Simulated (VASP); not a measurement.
Input of a VASP 6.6.1 run:

Contents of INCAR:

```
SYSTEM = Sb
PREC = Accurate
ENCUT = 600
EDIFF = 1E-6
ISMEAR = 0
SIGMA = 0.1
LREAL = .False.
LASPH = .True.
NELM = 60
ALGO = Normal
ISIF = 3
LWAVE = .False.
LCHARG = .False.
GGA = PE
IBRION = 2
NSW = 90
EDIFFG = -0.04
```

KPOINTS

```
Automatic mesh
0
Gamma
  4 4 4
  0 0 0
```

File POSCAR:

```
Sb
1.0
    4.0829594500      0.0000000000      0.0000000000
    0.0085950200      4.9933443000      0.0000000000
    2.0324651700      1.6476208300      5.8734933900
Sb
5
Direct
    0.8888540300      0.6072760200      0.7080580000
    0.2926819900      0.2066040000      0.8889120200
    0.7073180100      0.7933960000      0.1110879800
    0.1111459700      0.3927239800      0.2919420000
    0.5000000000      0.0000000000      0.5000000000
```

Potentials or basis: VASP PAW PBE potentials, release 64 (Sb).

Run with:

```console
$ cat potpaw_PBE.64/Sb/POTCAR > POTCAR
$ mpirun -np 1 vasp_std > vasp.out
```

(1) Predict the space group after relaxing (to 0.1 Å).

(2) Predict the relaxed cell.

## Answers

(1) Cmmm (No. 65).

(2) a = 4.419 Å, b = 5.356 Å, c = 6.932 Å, α = 74.28°, β = 71.44°, γ = 90.03°.
